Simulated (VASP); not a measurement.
# HfO2 (Fm-3m) in VASP: further runs, part 2 of 2

VASP 6.6.1. The steps go on from the part before.

### Step 4. Single point, PBEsol (volume 9.664 Å^3 an atom, c/a of the conventional cell 1.0000)

File INCAR:

```
ALGO = Normal
EDIFF = 1E-7
ENCUT = 520
GGA = PS
ISIF = 2
ISMEAR = 0
LASPH = True
LCHARG = False
LREAL = False
LWAVE = False
NBANDS = 18
NELM = 100
PREC = Accurate
SIGMA = 0.05
```

File KPOINTS:

```
k-points
0
Gamma
  8 8 8
```

File POSCAR:

```
HfO2
1.0
    0.0000000000      2.4382752301      2.4382752301
    2.4382752301      0.0000000000      2.4382752301
    2.4382752301      2.4382752301      0.0000000000
Hf O
1 2
Direct
    0.0000000000      0.0000000000      0.0000000000
    0.2500000000      0.2500000000      0.2500000000
    0.7500000000      0.7500000000      0.7500000000
```

Potentials or basis: VASP PAW PBE potentials, release 64 (Hf_pv, O).

Launch:

```
$ cat potpaw_PBE.64/Hf_pv/POTCAR potpaw_PBE.64/O/POTCAR > POTCAR
$ mpirun -np 1 vasp_std > vasp.out
```

OUTCAR:

```text
EDIFF = 1E-7
   ENCUT = 520
   GGA = PS
   ISIF = 2
   ISMEAR = 0
   LASPH = True
   LREAL = False
   NELM = 100
   PREC = Accurate

 ion  position               nearest neighbor table
   1  0.000  0.000  0.000-   3 2.11   3 2.11   3 2.11   2 2.11   2 2.11   2 2.11   3 2.11   2 2.11

   2  0.250  0.250  0.250-   1 2.11   1 2.11   1 2.11   1 2.11
   3  0.750  0.750  0.750-   1 2.11   1 2.11   1 2.11   1 2.11

  LATTYP: Found a face centered cubic cell.
 ALAT       =     4.8765504602

  Lattice vectors:

 A1 = (   0.0000000000,   2.4382752301,   2.4382752301)
 A2 = (   2.4382752301,   0.0000000000,   2.4382752301)
 A3 = (   2.4382752301,   2.4382752301,   0.0000000000)

Analysis of symmetry for initial positions (statically):
=====================================================================
 Subroutine PRICEL returns:
 Original cell was already a primitive cell.

 Routine SETGRP: Setting up the symmetry group for a
 face centered cubic supercell.

 Subroutine GETGRP returns: Found 48 space group operations
 (whereof 48 operations were pure point group operations)
 out of a pool of 48 trial point group operations.

The static configuration has the point symmetry O_h .

Analysis of symmetry for dynamics (positions and initial velocities):
=====================================================================
 Subroutine PRICEL returns:
 Original cell was already a primitive cell.

 Routine SETGRP: Setting up the symmetry group for a
 face centered cubic supercell.

 Subroutine GETGRP returns: Found 48 space group operations
 (whereof 48 operations were pure point group operations)
 out of a pool of 48 trial point group operations.

The dynamic configuration has the point symmetry O_h .

 Subroutine INISYM returns: Found 48 space group operations
 (whereof 48 operations are pure point group operations),
 and found     1 'primitive' translations

----------------------------------------------------------------------------------------

                                     Primitive cell

  volume of cell :      28.9920

  direct lattice vectors                    reciprocal lattice vectors
     0.000000000  2.438275230  2.438275230    -0.205062986  0.205062986  0.205062986
     2.438275230  0.000000000  2.438275230     0.205062986 -0.205062986  0.205062986
     2.438275230  2.438275230  0.000000000     0.205062986  0.205062986 -0.205062986

  length of vectors
     3.448241899  3.448241899  3.448241899     0.355179511  0.355179511  0.355179511

  position of ions in fractional coordinates (direct lattice)
     0.000000000  0.000000000  0.000000000
     0.250000000  0.250000000  0.250000000
     0.750000000  0.750000000  0.750000000

  ion indices of the primitive-cell ions
   primitive index   ion index
                 1           1
                 2           2
                 3           3

----------------------------------------------------------------------------------------

 KPOINTS: k-points

Automatic generation of k-mesh.
 Grid dimensions read from file:
 generate k-points for:    8    8    8

 Generating k-lattice:

  Cartesian coordinates                     Fractional coordinates (reciprocal lattice)
    -0.025632873  0.025632873  0.025632873     0.125000000  0.000000000  0.000000000
     0.025632873 -0.025632873  0.025632873     0.000000000  0.125000000  0.000000000
     0.025632873  0.025632873 -0.025632873     0.000000000  0.000000000  0.125000000

  Length of vectors
     0.044397439  0.044397439  0.044397439

  Shift w.r.t. Gamma in fractional coordinates (k-lattice)
     0.000000000  0.000000000  0.000000000

 Subroutine IBZKPT returns following result:
 ===========================================

 Found     29 irreducible k-points:

 Following reciprocal coordinates:
            Coordinates               Weight
  0.000000  0.000000  0.000000      1.000000
  0.125000  0.000000  0.000000      8.000000
  0.250000  0.000000  0.000000      8.000000
  0.375000  0.000000  0.000000      8.000000
  0.500000  0.000000  0.000000      4.000000
  0.125000  0.125000  0.000000      6.000000
[... 16 lines left out ...]
  0.500000  0.250000  0.125000     48.000000
 -0.375000  0.250000  0.125000     24.000000
 [... further k-points ...]
   k-points           NKPTS =     29   k-points in BZ     NKDIM =     29   number of bands    NBANDS=     18
   number of dos      NEDOS =    301   number of ions     NIONS =      3
   total plane-waves  NPLWV =  21952
   dimension x,y,z NGX =    28 NGY =   28 NGZ =   28
   dimension x,y,z NGXF=    56 NGYF=   56 NGZF=   56
   ions per type =               1   2
   NGX,Y,Z   is equivalent  to a cutoff of  13.50, 13.50, 13.50 a.u.
   NGXF,Y,Z  is equivalent  to a cutoff of  27.00, 27.00, 27.00 a.u.
 SYSTEM =  unknown system
   PREC   = accura    normal or accurate (medium, high low for compatibility)
   ISTART =      0    job   : 0-new  1-cont  2-samecut
   ICHARG =      2    charge: 1-file 2-atom 10-const
   ISPIN  =      1    spin polarized calculation?
   LNONCOLLINEAR =      F non collinear calculations
   LSORBIT =      F    spin-orbit coupling
   LASPH  =      T    aspherical Exc in radial PAW
   ENCUT  =  520.0 eV  38.22 Ry    6.18 a.u.   6.41  6.41  6.41*2*pi/ulx,y,z
   NELM   =    100;   NELMIN=  2; NELMDL= -5     # of ELM steps
   EDIFF  = 0.1E-06   stopping-criterion for ELM
   LREAL  =      F    real-space projection
   EDIFFG = 0.1E-05   stopping-criterion for IOM
   NSW    =      0    number of steps for IOM
   IBRION =     -1    ionic relax: 0-MD 1-quasi-New 2-CG
   NFREE  =      0    steps in history (QN), initial steepest desc. (CG)
   ISIF   =      2    stress and relaxation
   ISYM   =      2    0-nonsym 1-usesym 2-fastsym
   POTIM  = 0.5000    time-step for ionic-motion
   TEBEG  =    0.0;   TEEND  =   0.0 temperature during run
   PSTRESS=    0.0 pullay stress
   NELECT =      22.0000    total number of electrons
   NUPDOWN=      -1.0000    fix difference up-down
   EMIN   =  10.00;   EMAX   =-10.00  energy-range for DOS
   EFERMI =   0.00;   METHOD = LEGACY
   ISMEAR =     0;   SIGMA  =   0.05  broadening in eV -4-tet -1-fermi 0-gaus
   EFERMI_NEDOS =   21; number of points for ismear=-14 and -15
   IALGO  =     38    algorithm
   IMIX   =      4    mixing-type and parameters
     AMIX     =   0.40;   BMIX     =  1.00
     AMIX_MAG =   1.60;   BMIX_MAG =  1.00
  volume/ion in A,a.u.               =       9.66        65.22
  Fermi-wavevector in a.u.,A,eV,Ry     =   1.493217  2.821771 30.336880  2.229698
  Thomas-Fermi vector in A             =   2.605646
   LORBIT       =      0    0 simple, 1 ext, 2 COOP (PROOUT), +10 PAW based schemes
   GGA     = PS    functional components
   LHFCALC =     F    Hartree Fock is set to
   AEXX    =    0.0000 exact exchange contribution
   IVDW    =     0    specifies the selected vdW correction
   LEPSILON=     F    determine dielectric tensor
   LRPA    =     F    only Hartree local field effects (RPA)
 non-spin polarized calculation
 Gauss-broadening in eV      SIGMA  =   0.05
  energy-cutoff  :      520.00
  volume of cell :       28.99
 maximum number of plane-waves:       799
 NGX is ok and might be reduce to    28
   NGX = 13   NGY = 13   NGZ = 13

 number of electron      22.0000006 magnetization

 Free energy of the ion-electron system (eV)
  ---------------------------------------------------
  ext. energy  EPLUGINS =         0.00000000
  ---------------------------------------------------
  free energy    TOTEN  =       -31.41480612 eV

  energy without entropy =      -31.41480612  energy(sigma->0) =      -31.41480612

 E-fermi :   5.5063     XC(G=0): -12.7406

 val. band max:        5.1820851103   @ k =   0.5000   0.5000   0.0000
 cond. band min:       9.1505255613   @ k =   0.5000   0.5000   0.0000
 fundamental gap:      3.9684404510
 Fermi energy:         5.5063059660

 k-point     1 :       0.0000    0.0000    0.0000
  band No.  band energies     occupation
      1     -23.9345      2.00000
      2     -23.9345      2.00000
      3     -23.9345      2.00000
      4     -14.2750      2.00000
      5     -10.5507      2.00000
      6      -0.9895      2.00000
[... 10 lines left out ...]
     17      17.1473      0.00000
     18      19.3847      0.00000
[... 463 lines left out ...]
 k-point    24 :      -0.3750    0.2500    0.1250
  band No.  band energies     occupation
      1     -24.5841      2.00000
      2     -24.2397      2.00000
      3     -24.0665      2.00000
      4     -12.3099      2.00000
      5     -11.4676      2.00000
      6      -0.3197      2.00000
[... 10 lines left out ...]
     17      16.7859      0.00000
     18      19.3077      0.00000

 [... further k-points ...]
[... 5 lines left out ...]
  --------------------------------------------------------------------------------------
  -------------------------------------------------------------------------------------
  Total        5.1674409      5.1674409      5.1674409      0.0000000      0.0000000     -0.0000000
  in kB      285.5669391    285.5669391    285.5669391      0.0000000      0.0000000     -0.0000000
  external PRESSURE =     285.5669391 kB  Pullay stress =       0.0000000 kB

 VOLUME and BASIS-vectors are now :
 -----------------------------------------------------------------------------
  energy-cutoff  :      520.00
  volume of cell :       28.99
      direct lattice vectors                 reciprocal lattice vectors
     0.000000000  2.438275230  2.438275230    -0.205062986  0.205062986  0.205062986
     2.438275230  0.000000000  2.438275230     0.205062986 -0.205062986  0.205062986
     2.438275230  2.438275230  0.000000000     0.205062986  0.205062986 -0.205062986

 POSITION                                       TOTAL-FORCE (eV/Angst)
 -----------------------------------------------------------------------------------
      0.00000      0.00000      0.00000         0.000000      0.000000     -0.000000
      1.21914      1.21914      1.21914        -0.000000     -0.000000      0.000000
      3.65741      3.65741      3.65741         0.000000      0.000000      0.000000
 -----------------------------------------------------------------------------------
    total drift:                                0.000000      0.000000      0.000000

  FREE ENERGIE OF THE ION-ELECTRON SYSTEM (eV)
  ---------------------------------------------------
  free  energy   TOTEN  =       -31.4148061167 eV

  energy  without entropy=      -31.4148061167  energy(sigma->0) =      -31.41480612
```

stdout:

```text
POSCAR found type information on POSCAR HfO
 POSCAR found :  2 types and       3 ions
 scaLAPACK will be used
 -----------------------------------------------------------------------------
|                                                                             |
|                                                                             |
|     You enforced a specific xc type in the INCAR file but a different       |
|     I HOPE YOU KNOW WHAT YOU ARE DOING!                                     |
|                                                                             |
 -----------------------------------------------------------------------------

 LDA part: xc-table for (Slater+PW92), standard interpolation
 POSCAR, INCAR and KPOINTS ok, starting setup
 FFT: planning ... GRIDC
 FFT: planning ... GRID_SOFT
 FFT: planning ... GRID
 WAVECAR not read
 entering main loop
```

It took 15 s on 1 thread of Intel Xeon 6975P-C (Granite Rapids), shared host; peak memory 0.16 GiB.

What came out:

```
Free energy            : -31.4148 eV
Pressure               : 28.6 GPa
Band gap on the k mesh : 3.97 eV, direct
```

Levels at points of the mesh, in eV from the valence-band top:
```
           k point  band 8  band 9  band 10  band 11  band 12  band 13  band 14  band 15
(0.00, 0.00, 0.00)   -6.17   -0.68    -0.68    -0.68     4.02     4.02     6.58    11.97
(0.50, 0.00, 0.00)   -3.26   -3.04    -1.98    -1.98     4.93     4.93     8.11     9.21
(0.50, 0.50, 0.00)   -3.75   -1.76    -1.76     0.00     3.97     6.05     7.73     9.20
```

Caveat: the PAW data sets were made with another functional, which shifts forces and pressure a little; spin-orbit coupling is left out, which moves the levels of the heavy elements. A k mesh can miss the band edges.

### Step 5. The runs side by side

| cell | gap on the mesh (eV) | pressure (GPa) |
| --- | --- | --- |
| a = 3.417 Å, angles 60.0°, 3 atoms | 4.04 | 39.6 |
| a = 3.479 Å, angles 60.0°, 3 atoms | 3.90 | 18.9 |
| a = 3.448 Å, angles 60.0°, 3 atoms | 3.97 | 28.6 |

Alike in all rows: task single point; level PBEsol; potentials or basis VASP PAW PBE potentials, release 64 (Hf_pv, O); no spin polarisation; k mesh 8 × 8 × 8; cutoff (eV) 520; smearing gaussian 0.05 eV.

Caveats: the PAW data sets were made with another functional, which shifts forces and pressure a little; spin-orbit coupling is left out, which moves the levels of the heavy elements.

Absolute energies hang on the potentials; compare differences alone.
